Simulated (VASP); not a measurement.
# Sb (Pm-3m) in VASP: further runs

Runs on Sb. Level: PBEsol. Tasks: electric field gradients.

Program: VASP 6.6.1. These are calculated values, not measurements. Logs are shortened: lines on timing, memory, paths and dates and some standing lists are left out, and cuts for length are marked.

### 1 The cell of the first run

It takes space group Pm-3m (No. 221, cubic). The conventional cell has a = 3.096 Å, b = 3.096 Å, c = 3.096 Å, α = 90.00°, β = 90.00°, γ = 90.00°. Within 4.1 Å of Sb (site symmetry m-3m) lie 6 Sb at 3.10 Å.

### 2 Electric field gradients, PBEsol (volume scaled by 0.9405)

Input file INCAR:

```
ALGO = Normal
EDIFF = 1E-8
ENCUT = 520
GGA = PS
ISIF = 2
ISMEAR = -1
LASPH = True
LCHARG = False
LEFG = True
LREAL = False
LWAVE = False
NBANDS = 8
NELM = 60
PREC = Accurate
SIGMA = 0.05
```

Input file KPOINTS:

```
k-points
0
Gamma
  13 13 13
```

Input file POSCAR:

```
Sb
1.0
    3.0960408524      0.0000000000      0.0000000000
    0.0000000000      3.0960408524      0.0000000000
    0.0000000000      0.0000000000      3.0960408524
Sb
1
Direct
    0.0000000000      0.0000000000      0.0000000000
```

Potentials or basis: VASP PAW PBE potentials, release 64 (Sb).

On the command line:

```
cat potpaw_PBE.64/Sb/POTCAR > POTCAR
mpirun -np 1 vasp_std > vasp.out
```

OUTCAR:

```text
EDIFF = 1E-8
   ENCUT = 520
   GGA = PS
   ISIF = 2
   ISMEAR = -1
   LASPH = True
   LREAL = False
   NELM = 60
   PREC = Accurate

 ion  position               nearest neighbor table
   1  0.000  0.000  0.000-

  LATTYP: Found a simple cubic cell.
 ALAT       =     3.0960408524

  Lattice vectors:

 A1 = (   3.0960408524,   0.0000000000,   0.0000000000)
 A2 = (   0.0000000000,   3.0960408524,   0.0000000000)
 A3 = (   0.0000000000,   0.0000000000,   3.0960408524)

Analysis of symmetry for initial positions (statically):
=====================================================================
 Subroutine PRICEL returns:
 Original cell was already a primitive cell.

 Routine SETGRP: Setting up the symmetry group for a
 simple cubic supercell.

 Subroutine GETGRP returns: Found 48 space group operations
 (whereof 48 operations were pure point group operations)
 out of a pool of 48 trial point group operations.

The static configuration has the point symmetry O_h .

Analysis of symmetry for dynamics (positions and initial velocities):
=====================================================================
 Subroutine PRICEL returns:
 Original cell was already a primitive cell.

 Routine SETGRP: Setting up the symmetry group for a
 simple cubic supercell.

 Subroutine GETGRP returns: Found 48 space group operations
 (whereof 48 operations were pure point group operations)
 out of a pool of 48 trial point group operations.

The dynamic configuration has the point symmetry O_h .

 Subroutine INISYM returns: Found 48 space group operations
 (whereof 48 operations are pure point group operations),
 and found     1 'primitive' translations

----------------------------------------------------------------------------------------

                                     Primitive cell

  volume of cell :      29.6770

  direct lattice vectors                    reciprocal lattice vectors
     3.096040852  0.000000000  0.000000000     0.322993154  0.000000000  0.000000000
     0.000000000  3.096040852  0.000000000     0.000000000  0.322993154  0.000000000
     0.000000000  0.000000000  3.096040852     0.000000000  0.000000000  0.322993154

  length of vectors
     3.096040852  3.096040852  3.096040852     0.322993154  0.322993154  0.322993154

  position of ions in fractional coordinates (direct lattice)
     0.000000000  0.000000000  0.000000000

  ion indices of the primitive-cell ions
   primitive index   ion index
                 1           1

----------------------------------------------------------------------------------------

 KPOINTS: k-points

Automatic generation of k-mesh.
 Grid dimensions read from file:
 generate k-points for:   13   13   13

 Generating k-lattice:

  Cartesian coordinates                     Fractional coordinates (reciprocal lattice)
     0.024845627  0.000000000  0.000000000     0.076923077  0.000000000  0.000000000
     0.000000000  0.024845627  0.000000000     0.000000000  0.076923077  0.000000000
     0.000000000  0.000000000  0.024845627     0.000000000  0.000000000  0.076923077

  Length of vectors
     0.024845627  0.024845627  0.024845627

  Shift w.r.t. Gamma in fractional coordinates (k-lattice)
     0.000000000  0.000000000  0.000000000

 Subroutine IBZKPT returns following result:
 ===========================================

 Found     84 irreducible k-points:

 Following reciprocal coordinates:
            Coordinates               Weight
  0.000000  0.000000  0.000000      1.000000
  0.076923  0.000000  0.000000      6.000000
  0.153846  0.000000  0.000000      6.000000
  0.230769  0.000000  0.000000      6.000000
  0.307692  0.000000  0.000000      6.000000
  0.384615  0.000000  0.000000      6.000000
[... 16 lines left out ...]
  0.307692  0.307692  0.000000     12.000000
  0.384615  0.307692  0.000000     24.000000
 [... further k-points ...]
   k-points           NKPTS =     84   k-points in BZ     NKDIM =     84   number of bands    NBANDS=      8
   number of dos      NEDOS =    301   number of ions     NIONS =      1
   total plane-waves  NPLWV =  13824
   dimension x,y,z NGX =    24 NGY =   24 NGZ =   24
   dimension x,y,z NGXF=    48 NGYF=   48 NGZF=   48
   ions per type =               1
   NGX,Y,Z   is equivalent  to a cutoff of  12.89, 12.89, 12.89 a.u.
   NGXF,Y,Z  is equivalent  to a cutoff of  25.77, 25.77, 25.77 a.u.
 SYSTEM =  unknown system
   PREC   = accura    normal or accurate (medium, high low for compatibility)
   ISTART =      0    job   : 0-new  1-cont  2-samecut
   ICHARG =      2    charge: 1-file 2-atom 10-const
   ISPIN  =      1    spin polarized calculation?
   LNONCOLLINEAR =      F non collinear calculations
   LSORBIT =      F    spin-orbit coupling
   LASPH  =      T    aspherical Exc in radial PAW
   ENCUT  =  520.0 eV  38.22 Ry    6.18 a.u.   5.76  5.76  5.76*2*pi/ulx,y,z
   NELM   =     60;   NELMIN=  2; NELMDL= -5     # of ELM steps
   EDIFF  = 0.1E-07   stopping-criterion for ELM
   LREAL  =      F    real-space projection
   EDIFFG = 0.1E-06   stopping-criterion for IOM
   NSW    =      0    number of steps for IOM
   IBRION =     -1    ionic relax: 0-MD 1-quasi-New 2-CG
   NFREE  =      0    steps in history (QN), initial steepest desc. (CG)
   ISIF   =      2    stress and relaxation
   ISYM   =      2    0-nonsym 1-usesym 2-fastsym
   POTIM  = 0.5000    time-step for ionic-motion
   TEBEG  =    0.0;   TEEND  =   0.0 temperature during run
   PSTRESS=    0.0 pullay stress
   NELECT =       5.0000    total number of electrons
   NUPDOWN=      -1.0000    fix difference up-down
   EMIN   =  10.00;   EMAX   =-10.00  energy-range for DOS
[... 5 lines left out ...]
     AMIX     =   0.40;   BMIX     =  1.00
     AMIX_MAG =   1.60;   BMIX_MAG =  1.00
  volume/ion in A,a.u.               =      29.68       200.27
  Fermi-wavevector in a.u.,A,eV,Ry     =   0.904187  1.708665 11.123494  0.817554
  Thomas-Fermi vector in A             =   2.027603
   LORBIT       =      0    0 simple, 1 ext, 2 COOP (PROOUT), +10 PAW based schemes
   GGA     = PS    functional components
   LHFCALC =     F    Hartree Fock is set to
   AEXX    =    0.0000 exact exchange contribution
   IVDW    =     0    specifies the selected vdW correction
   LEPSILON=     F    determine dielectric tensor
   LRPA    =     F    only Hartree local field effects (RPA)
 non-spin polarized calculation
  energy-cutoff  :      520.00
  volume of cell :       29.68
 maximum number of plane-waves:       813
 NGX is ok and might be reduce to    24
   NGX = 11   NGY = 11   NGZ = 11

 number of electron       4.9999999 magnetization

 Free energy of the ion-electron system (eV)
  ---------------------------------------------------
  ext. energy  EPLUGINS =         0.00000000
  ---------------------------------------------------
  free energy    TOTEN  =        -4.54276224 eV

  energy without entropy =       -4.54019827  energy(sigma->0) =       -4.54148026

 E-fermi :   7.1081     XC(G=0):  -9.7755

 val. band max:        7.0700635742   @ k =   0.3077   0.2308   0.1538
 cond. band min:       7.1962196824   @ k =   0.3077   0.2308   0.2308
 fundamental gap:      0.1261561082
 Fermi energy:         7.1080600454

 k-point     1 :       0.0000    0.0000    0.0000
  band No.  band energies     occupation
      1      -5.3887      2.00000
      2      10.3252      0.00000
      3      10.3252      0.00000
      4      10.3252      0.00000
      5      14.0062      0.00000
      6      14.0062      0.00000
      7      15.2180      0.00000
      8      24.8114      0.00000

 k-point     2 :       0.0769    0.0000    0.0000
  band No.  band energies     occupation
      1      -5.3024      2.00000
      2       9.2506      0.00000
      3      10.4106      0.00000
      4      10.4106      0.00000
      5      14.0748      0.00000
      6      14.6045      0.00000
      7      15.8829      0.00000
      8      24.0125      0.00000

 k-point     3 :       0.1538    0.0000    0.0000
  band No.  band energies     occupation
      1      -5.0461      2.00000
      2       7.3731      0.00992
      3      10.6592      0.00000
      4      10.6592      0.00000
      5      14.2793      0.00000
      6      15.0180      0.00000
      7      17.8959      0.00000
      8      22.6976      0.00000

 k-point     4 :       0.2308    0.0000    0.0000
  band No.  band energies     occupation
      1      -4.6304      2.00000
      2       5.4916      2.00000
      3      11.0468      0.00000
      4      11.0468      0.00000
      5      14.6152      0.00000
      6      15.4262      0.00000
      7      20.1643      0.00000
      8      21.3651      0.00000

 k-point     5 :       0.3077    0.0000    0.0000
  band No.  band energies     occupation
      1      -4.0835      2.00000
      2       3.7923      2.00000
      3      11.5230      0.00000
      4      11.5230      0.00000
      5      15.0688      0.00000
      6      15.9620      0.00000
      7      20.1479      0.00000
      8      20.1479      0.00000

 k-point     6 :       0.3846    0.0000    0.0000
  band No.  band energies     occupation
      1      -3.4802      2.00000
      2       2.4020      2.00000
      3      11.9945      0.00000
      4      11.9945      0.00000
      5      15.5977      0.00000
      6      16.6386      0.00000
      7      19.1703      0.00000
      8      19.1703      0.00000

 k-point     7 :       0.4615    0.0000    0.0000
  band No.  band energies     occupation
      1      -3.0177      2.00000
      2       1.5411      2.00000
      3      12.3083      0.00000
      4      12.3083      0.00000
      5      16.0494      0.00000
      6      17.3864      0.00000
      7      18.6002      0.00000
      8      18.6002      0.00000
[... 133 lines left out ...]
 k-point    20 :       0.3077    0.2308    0.0000
  band No.  band energies     occupation
      1      -3.3206      2.00000
      2       4.5031      2.00000
      3       6.7556      1.99827
      4      12.2544      0.00000
      5      14.5029      0.00000
      6      16.3204      0.00000
      7      20.7026      0.00000
      8      20.7901      0.00000

 k-point    21 :       0.3846    0.2308    0.0000
  band No.  band energies     occupation
      1      -2.7125      2.00000
      2       3.1159      2.00000
      3       7.2789      0.06357
      4      12.7306      0.00000
      5      13.3740      0.00000
      6      16.9025      0.00000
      7      19.7418      0.00000
      8      19.9292      0.00000

 k-point    22 :       0.4615    0.2308    0.0000
  band No.  band energies     occupation
      1      -2.2439      2.00000
      2       2.2504      2.00000
      3       7.6578      0.00003
      4      12.6767      0.00000
      5      13.0482      0.00000
      6      17.5663      0.00000
      7      19.0085      0.00000
      8      19.1789      0.00000

 k-point    23 :       0.3077    0.3077    0.0000
  band No.  band energies     occupation
      1      -2.7676      2.00000
      2       4.8060      2.00000
      3       5.2488      2.00000
      4      12.7367      0.00000
      5      13.0686      0.00000
      6      16.7867      0.00000
      7      21.0100      0.00000
      8      21.1922      0.00000

 k-point    24 :       0.3846    0.3077    0.0000
  band No.  band energies     occupation
      1      -2.1532      2.00000
      2       3.6004      2.00000
      3       5.5741      2.00000
      4      11.8908      0.00000
      5      13.2144      0.00000
      6      17.4106      0.00000
      7      20.1517      0.00000
      8      20.4691      0.00000

 [... further k-points ...]
[... 5 lines left out ...]
  --------------------------------------------------------------------------------------
  -------------------------------------------------------------------------------------
  Total       -0.3639887     -0.3639887     -0.3639887     -0.0000000      0.0000000      0.0000000
  in kB      -19.6507210    -19.6507210    -19.6507210     -0.0000000      0.0000000      0.0000000
  external PRESSURE =     -19.6507210 kB  Pullay stress =       0.0000000 kB

 VOLUME and BASIS-vectors are now :
 -----------------------------------------------------------------------------
  energy-cutoff  :      520.00
  volume of cell :       29.68
      direct lattice vectors                 reciprocal lattice vectors
     3.096040852  0.000000000  0.000000000     0.322993154  0.000000000  0.000000000
     0.000000000  3.096040852  0.000000000     0.000000000  0.322993154  0.000000000
     0.000000000  0.000000000  3.096040852     0.000000000  0.000000000  0.322993154

 POSITION                                       TOTAL-FORCE (eV/Angst)
 -----------------------------------------------------------------------------------
      0.00000      0.00000      0.00000         0.000000      0.000000      0.000000
 -----------------------------------------------------------------------------------
    total drift:                                0.000000      0.000000      0.000000

  FREE ENERGIE OF THE ION-ELECTRON SYSTEM (eV)
  ---------------------------------------------------
  free  energy   TOTEN  =        -4.5427622424 eV

  energy  without entropy=       -4.5401982710  energy(sigma->0) =       -4.54148026

 Electric field gradients (V/A^2)
---------------------------------------------------------------------
 ion       V_xx      V_yy      V_zz      V_xy      V_xz      V_yz
---------------------------------------------------------------------
   1      -0.000    -0.000    -0.000    -0.000     0.000    -0.000
---------------------------------------------------------------------

 Electric field gradients after diagonalization (V/A^2)
 (convention: |V_zz| > |V_xx| > |V_yy|)
----------------------------------------------------------------------
 ion       V_xx      V_yy      V_zz     asymmetry (V_yy - V_xx)/ V_zz
----------------------------------------------------------------------
   1      -0.000    -0.000    -0.000      -0.056
----------------------------------------------------------------------

           NMR quadrupolar parameters

 Cq : quadrupolar parameter    Cq=e*Q*V_zz/h
 eta: asymmetry parameters     (V_yy - V_xx)/ V_zz
 Q  : nuclear electric quadrupole moment in mb (millibarn)
----------------------------------------------------------------------
 ion       Cq(MHz)       eta       Q (mb)
----------------------------------------------------------------------
   1      -0.000      -0.056       1.000
----------------------------------------------------------------------
```

Wall time 5.3 s (1 thread of Intel Xeon 6975P-C (Granite Rapids), shared host); peak memory 0.14 GiB.

Results:

| Item | Value |
| --- | --- |
| Free energy | -4.5428 eV |
| Pressure | -2.0 GPa |

Levels at points of the mesh, in eV from the Fermi level:
| k point | band 1 | band 2 | band 3 | band 4 | band 5 | band 6 | band 7 |
| --- | --- | --- | --- | --- | --- | --- | --- |
| (0.00, 0.00, 0.00) | -12.50 | 3.22 | 3.22 | 3.22 | 6.90 | 6.90 | 8.11 |

Caveat: without QUAD_EFG the Cq values of the log hold for a quadrupole moment of 1 mb, not for the nuclei; the PAW data sets were made with another functional, which shifts forces and pressure a little; spin-orbit coupling is left out, which moves the levels of the heavy elements.

(Part 1 of 2 ends here.)
